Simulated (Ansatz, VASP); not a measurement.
## GaAs in VASP and in Ansatz

```
Ga As
1.0
     0.00000    2.83309    2.83309
     2.84725    0.00000    2.83309
     2.84725    2.83309    0.00000
Ga As
1 1
Direct
  0.00000 0.00000 0.00000
  0.25000 0.25000 0.25000
```

Change from the starting cell: uniaxial_x strain +0.5%.

Alike in both runs: task single point; functional r2SCAN; k mesh 8 × 8 × 8; no spin polarisation.

|  | VASP | Ansatz |
| --- | --- | --- |
| version | VASP 6.6.1 | Ansatz 0.2.0 |
| potentials or method | VASP PAW PBE potentials, release 64 (Ga_d, As) | plane waves, PAW |
| plane-wave cutoff (eV) | 520 | 500 |
| occupations | gaussian, width 0.01 eV | fixed |
| valence electrons in the cell | 18 | 28 |

|  | VASP | Ansatz | Ansatz less VASP |
| --- | --- | --- | --- |
| gap on the k mesh at the Fermi level (eV) | 0.89 | 0.91 | +0.019 |
| pressure (GPa) | -0.2 | -0.3 | -0.10 |
| traceless stress, the component that is largest in VASP (GPa) | -0.22 | -0.23 | -0.005 |

VASP's potentials were made for PBE, not for r2SCAN. VASP's potentials hold 18 valence electrons a cell and Ansatz's 28, so a difference there can come from the potentials and not from the codes.
